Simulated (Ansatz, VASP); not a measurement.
# Two plane-wave programs on AlP

INCAR

```
ALGO = Normal
DIPOL = 0.5 0.5 0.500
EDIFF = 1E-6
ENCUT = 520
GGA = PE
IDIPOL = 3
ISIF = 2
ISMEAR = 0
LASPH = True
LCHARG = False
LDIPOL = True
LREAL = False
LWAVE = False
NBANDS = 41
NELM = 100
PREC = Accurate
SIGMA = 0.05
```

The input KPOINTS:

```
k-points
0
Gamma
  7 5 1
```

POSCAR

```
AlP
1.0
    3.8938964361      0.0000000000      0.0000000000
    0.0000000000      5.5068011504      0.0000000000
    0.0000000000      0.0000000000     26.6816893082
Al P
7 7
Direct
    0.5000000000      0.5000000000      0.2810916473
    0.0000000000      0.0000000000      0.3540610982
    0.5000000000      0.5000000000      0.4270305491
    0.0000000000      0.0000000000      0.5000000000
    0.5000000000      0.5000000000      0.5729694509
    0.0000000000      0.0000000000      0.6459389018
    0.5000000000      0.5000000000      0.7189083527
    0.0000000000      0.7500000000      0.2810916473
    0.5000000000      0.2500000000      0.3540610982
    0.0000000000      0.7500000000      0.4270305491
    0.5000000000      0.2500000000      0.5000000000
    0.0000000000      0.7500000000      0.5729694509
    0.5000000000      0.2500000000      0.6459389018
    0.0000000000      0.7500000000      0.7189083527
```

Input for Ansatz:

```yaml
crystal:
  lattice:
    - [3.8938964361, 0.0, 0.0]
    - [0.0, 5.5068011504, 0.0]
    - [0.0, 0.0, 26.6816893082]
  atoms:
    - { symbol: Al, position: [0.5, 0.5, 0.2810916473] }
    - { symbol: P, position: [0.0, 0.75, 0.2810916473] }
    - { symbol: Al, position: [0.0, 0.0, 0.3540610982] }
    - { symbol: P, position: [0.5, 0.25, 0.3540610982] }
    - { symbol: Al, position: [0.5, 0.5, 0.4270305491] }
    - { symbol: P, position: [0.0, 0.75, 0.4270305491] }
    - { symbol: Al, position: [0.0, 0.0, 0.5] }
    - { symbol: P, position: [0.5, 0.25, 0.5] }
    - { symbol: Al, position: [0.5, 0.5, 0.5729694509] }
    - { symbol: P, position: [0.0, 0.75, 0.5729694509] }
    - { symbol: Al, position: [0.0, 0.0, 0.6459389018] }
    - { symbol: P, position: [0.5, 0.25, 0.6459389018] }
    - { symbol: Al, position: [0.5, 0.5, 0.7189083527] }
    - { symbol: P, position: [0.0, 0.75, 0.7189083527] }
basis:
  ecutwfc: 420
kpoints:
  mp_grid: { grid: [7, 5, 1] }
hamiltonian:
  xc: pbe
scf:
  occupations: { method: gaussian, width: 0.05 }
output:
  forces: true
  stress: true
  eigenvalues: true
  write_density: true
  write_potential: true
  elf: true
  volumetric_format: npy
efield:
  axis: 3
  dipole_correction: true
```

Alike in both runs: task single point; functional PBE; k mesh 7 × 5 × 1; occupations gaussian, width 0.05 eV; no spin polarisation.

|  | VASP | Ansatz |
| --- | --- | --- |
| version | VASP 6.6.1 | Ansatz 0.2.0 |
| potentials or method | VASP PAW PBE potentials, release 64 (Al, P), cutoff 520 eV | scalar-relativistic, plane waves, PAW |
| valence electrons in the cell | 56 | 56 |

|  | VASP | Ansatz | Ansatz less VASP |
| --- | --- | --- | --- |
| gap on the k mesh at the Fermi level (eV) | 0.96 | 0.96 | -0.001 |
| least direct gap on the mesh (eV) | 0.96 | 0.96 | -0.001 |
| rms of the force components (eV/Å) | 0.579 | 0.576 | -0.0027 |

The functional is the same, so the differences come from potentials, cutoffs and numerics. Ansatz's warnings: xc potential rough in thin density.
